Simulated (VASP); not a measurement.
## PtS2: single point with PBE+D3(BJ)

Slab: PtS2, a slab with vacuum.

```
S Pt
1.0
     3.54153    0.00000    0.00000
    -1.77076    3.06705    0.00000
     0.00000    0.00000   22.46706
S Pt
4 2
Direct
  0.66667 0.33333 0.20029
  0.33333 0.66667 0.31070
  0.33333 0.83333 0.46193
  0.00000 0.16667 0.57233
  0.00000 0.00000 0.25560
  0.66667 0.50000 0.51704
```

```yaml
Program: VASP 6.6.1
Task: single point
Functional: PBE
Dispersion: D3(BJ)
Potentials_or_basis: VASP PAW PBE potentials, release 64 (S, Pt)
Cutoff: 400 eV
k_mesh: 9 × 9 × 1
Occupations: gaussian, width 0.05 eV
Spin: no spin polarisation
Dipole_correction: yes
Further_INCAR_settings: ALGO = Normal; EDIFF = 1e-06; NBANDS = 31; NELMDL = -8
```

```
Largest force              : 0.062 eV/Å
Band gap on the k mesh     : 1.33 eV, indirect (least direct gap 1.45 eV)
Dispersion energy per atom : -0.316 eV
```

Forces in eV/Å, atoms in the order of the input:
```
S    0.008 -0.017  0.042
S    0.020 -0.042 -0.042
S   -0.020  0.042  0.041
S   -0.008  0.017 -0.039
Pt  -0.007  0.021  0.000
Pt   0.007 -0.021 -0.002
```

Levels at points of the mesh, in eV from the valence-band top:
| k point | band 20 | band 21 | band 22 | band 23 | band 24 | band 25 |
| --- | --- | --- | --- | --- | --- | --- |
| (0.00, 0.00, 0.00) | -0.58 | -0.57 | -0.48 | 2.84 | 2.86 | 2.91 |

Wall time 2.5 min on 1 thread of Intel(R) Xeon(R) 6975P-C (Granite Rapids), with other jobs on the host, peak memory 0.38 GiB.

Caveat: spin-orbit coupling is left out, which moves the levels of the heavy elements.
